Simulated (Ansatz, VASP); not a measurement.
**One calculation of AgCl, two programs**

```
Ag Cl
1.0
     3.39559    0.00000    0.00000
     0.00000    3.39559    0.00000
     0.00000    0.00000    3.48591
Ag Cl
1 1
Direct
  0.00000 0.00000 0.00000
  0.50000 0.50000 0.50000
```

Change from the starting cell: uniaxial_z strain +2.7%.

Alike in both runs: task single point; functional r2SCAN; k mesh 8 × 8 × 8; no spin polarisation.

```csv
,VASP,Ansatz
version,VASP 6.6.1,Ansatz 0.2.0
potentials or method,"VASP PAW PBE potentials, release 64 (Ag, Cl)","plane waves, PAW"
plane-wave cutoff (eV),520,500
occupations,"gaussian, width 0.01 eV",fixed
valence electrons in the cell,18,26
```

Ansatz gave:

```
gap on the k mesh at the Fermi level (eV)                     : 1.18
pressure (GPa)                                                : -1.4
traceless stress, the component that is largest in VASP (GPa) : -0.97
```

Question: Which values does VASP return?

Answer: gap on the k mesh at the Fermi level (eV): 1.14; pressure (GPa): -1.5; traceless stress, the component that is largest in VASP (GPa): -0.96.

VASP's potentials were made for PBE, not for r2SCAN. VASP's potentials hold 18 valence electrons a cell and Ansatz's 26, so a difference there can come from the potentials and not from the codes.
